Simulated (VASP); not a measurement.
Runs of VASP 6.6.1 on TlBr. It takes space group Pm-3m (No. 221, cubic). The conventional cell has a = 3.995 Å, b = 3.995 Å, c = 3.995 Å, α = 90.00°, β = 90.00°, γ = 90.00°. Tl (site symmetry m-3m) has 8 Br at 3.46 Å and 6 Tl at 3.99 Å within 4.5 Å. Within 4.5 Å of Br (site symmetry m-3m) lie 8 Tl at 3.46 Å and 6 Br at 3.99 Å. 

```csv
level,spin,k mesh,cutoff (eV),grid for exact exchange (PRECFOCK),share of exact exchange,screening parameter,gap on the mesh (eV),pressure (GPa)
r2SCAN,off,6 × 6 × 6,550,-,-,-,2.33,0.0
PBE,off,6 × 6 × 6,500,-,-,-,(a),0.9
PBE,"non-collinear, zero start, SOC",4 × 4 × 4,500,-,-,-,-,0.9
HSE06,off,4 × 4 × 4,400,Normal,0.25,0.2079 1/Å,(b),0.6
```

Alike in all rows: task single point; potentials or basis VASP PAW PBE potentials, release 64 (Tl_d, Br); cell as given; smearing gaussian 0.01 eV.

**Question.** Fill in the values left out.

**Answer.** (a) 1.89; (b) 2.59.

Caveats: some runs use coarse meshes; spin-orbit coupling is left out, which moves the levels of the heavy elements (at least some runs); the PAW data sets were made with another functional, which shifts forces and pressure a little (at least some runs).

A k mesh can miss the band edges, and rows without SOC leave out spin-orbit coupling on Br, Tl.
